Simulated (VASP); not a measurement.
CoSi2: single point with LDA

The system is CoSi2.

```
CELL_PARAMETERS angstrom
0.00000 2.65427 2.65427
2.65427 0.00000 2.65427
2.65427 2.65427 0.00000
ATOMIC_POSITIONS crystal
Co 0.00000 0.00000 0.00000
Si 0.25000 0.25000 0.25000
Si 0.75000 0.75000 0.75000
```

```yaml
Program: VASP 6.6.1
Task: single point
Functional: LDA
Potentials_or_basis: VASP PAW LDA potentials, release 64 (Co, Si)
Cutoff: 520 eV
k_mesh: 14 × 14 × 14
Occupations: gaussian, width 0.05 eV
Spin: no spin polarisation
Dipole_correction: no
Further_INCAR_settings: ALGO = Normal; EDIFF = 1e-06; NBANDS = 16
```

| Item | Value |
| --- | --- |
| Pressure | -3.6 GPa |
| Band gap on the k mesh | zero (an odd number of electrons rules out a gap without spin polarisation) |

Levels at points of the mesh, in eV from the Fermi level:
```
           k point  band 6  band 7  band 8  band 9  band 10  band 11  band 12  band 13
(0.00, 0.00, 0.00)   -2.03    0.90    3.44    3.44     3.44     3.48     3.48     3.48
(0.50, 0.00, 0.00)   -1.75   -1.75   -0.49   -0.49     2.69     3.47     3.47     4.49
(0.50, 0.50, 0.00)   -2.11   -2.11   -2.03   -1.43     1.62     2.90     8.61     9.73
```

It took 2.1 min on 1 thread of Intel Xeon 8259CL, with other jobs on the host, peak memory 0.18 GiB.

Caveat: the cell stands under tension; an odd number of electrons without spin polarisation forces a metal; a magnetic or distorted state may lie lower. Spin polarisation is off, so any magnetic state and its effect on volume and gap are missing.
